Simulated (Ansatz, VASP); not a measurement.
# One calculation of ZnO, two programs

Contents of INCAR:

```
SYSTEM = ZnO
PREC = Accurate
ENCUT = 520
EDIFF = 1E-6
ISMEAR = 0
SIGMA = 0.05
LREAL = .FALSE.
LASPH = .TRUE.
NELM = 60
ALGO = Normal
ISIF = 2
LWAVE = .FALSE.
LCHARG = .FALSE.
GGA = PS
NBANDS = 26
```

KPOINTS

```
Automatic mesh
0
G
  9 9 6
  0 0 0
```

File POSCAR:

```
ZnO
1.0
    3.2601408460      0.0000000000      0.0000000000
   -1.6300704230      2.8233647925      0.0000000000
    0.0000000000      0.0000000000      5.1223332972
Zn O
2 2
Direct
    0.3333333333      0.6666666667      0.0015754469
    0.6666666667      0.3333333333      0.5015754469
    0.3333333333      0.6666666667      0.3352736727
    0.6666666667      0.3333333333      0.8352736727
```

Input for Ansatz:

```yaml
crystal:
  lattice:
    - [3.260140846, 0.0, 0.0]
    - [-1.630070423, 2.8233647925, 0.0]
    - [0.0, 0.0, 5.1223332972]
  atoms:
    - { symbol: Zn, position: [0.3333333333, 0.6666666667, 0.0015754469] }
    - { symbol: Zn, position: [0.6666666667, 0.3333333333, 0.5015754469] }
    - { symbol: O, position: [0.3333333333, 0.6666666667, 0.3352736727] }
    - { symbol: O, position: [0.6666666667, 0.3333333333, 0.8352736727] }
basis:
  ecutwfc: 520.0
kpoints:
  mp_grid: { grid: [9, 9, 6] }
hamiltonian:
  xc: pbesol
  pseudopotentials: { kind: paw, azcp: { folder: soft_1 } }
scf:
  occupations: { method: gaussian, width: 0.05 }
output:
  forces: true
  stress: true
  eigenvalues: true
```

Alike in both runs: task single point; functional PBEsol; k mesh 9 × 9 × 6; occupations gaussian, width 0.05 eV; no spin polarisation.

|  | VASP | Ansatz |
| --- | --- | --- |
| version | VASP 6.6.1 | Ansatz 0.2.0 |
| potentials or method | VASP PAW PBE potentials, release 64 (Zn, O), cutoff 520 eV | scalar-relativistic, plane waves, PAW |
| valence electrons in the cell | 36 | 36 |

Ansatz gave:

```
gap on the k mesh at the Fermi level (eV)                     : 0.93
least direct gap on the mesh (eV)                             : 0.93
pressure (GPa)                                                : 9.4
traceless stress, the component that is largest in VASP (GPa) : 33.35
rms of the force components (eV/Å)                            : 2.366
```

Which values does VASP return?

gap on the k mesh at the Fermi level (eV): 0.93; least direct gap on the mesh (eV): 0.93; pressure (GPa): 10.5; traceless stress, the component that is largest in VASP (GPa): 34.68; rms of the force components (eV/Å): 2.447.

VASP's potentials were made for PBE, not for PBEsol, and Ansatz warns of the same on its side. Atom by atom the forces differ by 0.081 eV/Å (rms over components).
